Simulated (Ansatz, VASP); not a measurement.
**Na in VASP and in Ansatz**

File INCAR:

```
SYSTEM = Na
PREC = Accurate
ENCUT = 520
EDIFF = 1E-6
ISMEAR = -1
SIGMA = 0.1
LREAL = .False.
LASPH = .True.
NELM = 60
ALGO = Normal
ISIF = 2
LWAVE = .False.
LCHARG = .False.
GGA = RP
NBANDS = 10
```

File KPOINTS:

```
regular mesh
0
Gamma
  10 10 10
  0 0 0
```

POSCAR

```
Na
1.0
    3.5348961836      0.0000000000      0.0000000000
    0.0000000000      3.5348961836      0.0000000000
    0.0000000000      0.0000000000      3.5348961836
Na
1
Direct
    0.0000000000      0.0000000000      0.0000000000
```

Input for Ansatz:

```yaml
crystal:
  lattice:
    - [3.5348961836, 0.0, 0.0]
    - [0.0, 3.5348961836, 0.0]
    - [0.0, 0.0, 3.5348961836]
  atoms:
    - { symbol: Na, position: [0.0, 0.0, 0.0] }
hamiltonian:
  xc: rpbe
  pseudopotentials:
    kind: paw
    azcp:
      Na: "pseudopotentials/Na.paw.azcp"
basis:
  ecutwfc: 420
  fft_grid_basis: typed
kpoints:
  mp_grid: { grid: [10, 10, 10], shift: [0, 0, 0] }
magnetization:
  spin_polarized: false
scf:
  occupations: { method: fermi_dirac, width: 0.1 }
  lower_state_search: "off"
output:
  stress: true
```

Alike in both runs: task single point; functional RPBE; k mesh 10 × 10 × 10; occupations fermi-dirac, width 0.1 eV; no spin polarisation.

```csv
,VASP,Ansatz
version,VASP 6.6.1,Ansatz 0.2.0
potentials or method,"VASP PAW PBE potentials, release 64 (Na_pv), cutoff 520 eV","plane waves (420 eV) with PAW, scalar-relativistic"
valence electrons in the cell,7,9
```

```csv
,VASP,Ansatz,Ansatz less VASP
pressure (GPa),-0.1,-0.2,-0.06
```

VASP's potentials were made for PBE, not for RPBE. VASP's potentials hold 7 valence electrons a cell and Ansatz's 9, so a difference there can come from the potentials and not from the codes.
